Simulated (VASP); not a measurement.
A run of VASP 6.6.1:

Contents of INCAR:

```
PREC = Accurate
ENCUT = 520
EDIFF = 1E-7
ISMEAR = -1
SIGMA = 0.05
LREAL = F
LASPH = T
NELM = 100
ALGO = Normal
ISIF = 2
LWAVE = F
LCHARG = F
GGA = PE
NBANDS = 19
```

Contents of KPOINTS:

```
Automatic mesh
0
Gamma
  8 8 4
```

The input POSCAR:

```
TiTe2
1.0
    3.7770000000      0.0000000000      0.0000000000
   -1.8885000000      3.2709779501      0.0000000000
    0.0000000000      0.0000000000      6.4980000000
Te Ti
2 1
Direct
    0.3333333333      0.6666666667      0.7372000000
    0.6666666667      0.3333333333      0.2628000000
    0.0000000000      0.0000000000      0.0000000000
```

Potentials or basis: VASP PAW PBE potentials, release 64 (Te, Ti_sv).

The run is started by

```console
$ cat potpaw_PBE.64/Te/POTCAR potpaw_PBE.64/Ti_sv/POTCAR > POTCAR
$ mpirun -np 1 vasp_std > vasp.out
```

Hardware: 1 thread of Intel(R) Xeon(R) Platinum 8375C CPU @ 2.90GHz (Ice Lake), on a shared host.

Q: Estimate the wall time of this run.

A: Wall time 60 s on 1 thread of Intel(R) Xeon(R) Platinum 8375C CPU @ 2.90GHz (Ice Lake), with other jobs on the host, peak memory 0.21 GiB. Counts: scf iterations 18, k points 35.
